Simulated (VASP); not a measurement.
Input of a VASP 6.6.1 run:

File INCAR:

```
  PREC = Accurate
  ENCUT = 520
  EDIFF = 1E-7
  ISMEAR = -1
  SIGMA = 0.1
  LREAL = F
  LASPH = T
  NELM = 150
  ALGO = Normal
  ISIF = 2
  LWAVE = F
  LCHARG = T
  ISPIN = 2
  MAGMOM = 0 0.6
  LORBIT = 11
  NUPDOWN = 0.6
  LMAXMIX = 4
  LELF = T
  LVHAR = T
  NBANDS = 20
```

KPOINTS

```
Automatic mesh
0
Gamma
  11 11 11
```

Contents of POSCAR:

```
MgRh
1.0
    3.0992000000      0.0000000000      0.0000000000
    0.0000000000      3.0992000000      0.0000000000
    0.0000000000      0.0000000000      3.0992000000
Mg Rh
1 1
Direct
    0.0000000000      0.0000000000      0.0000000000
    0.5000000000      0.5000000000      0.5000000000
```

Potentials or basis: VASP PAW LDA potentials, release 64 (Mg, Rh_pv).

Launch:

```bash
$ cat potpaw_LDA.64/Mg/POTCAR potpaw_LDA.64/Rh_pv/POTCAR > POTCAR
$ mpirun -np 1 vasp_std > vasp.out
```

Task: Predict the pressure.

Result: -5.4 GPa.

Caveat: the total moment is fixed, so each spin has its own Fermi level.
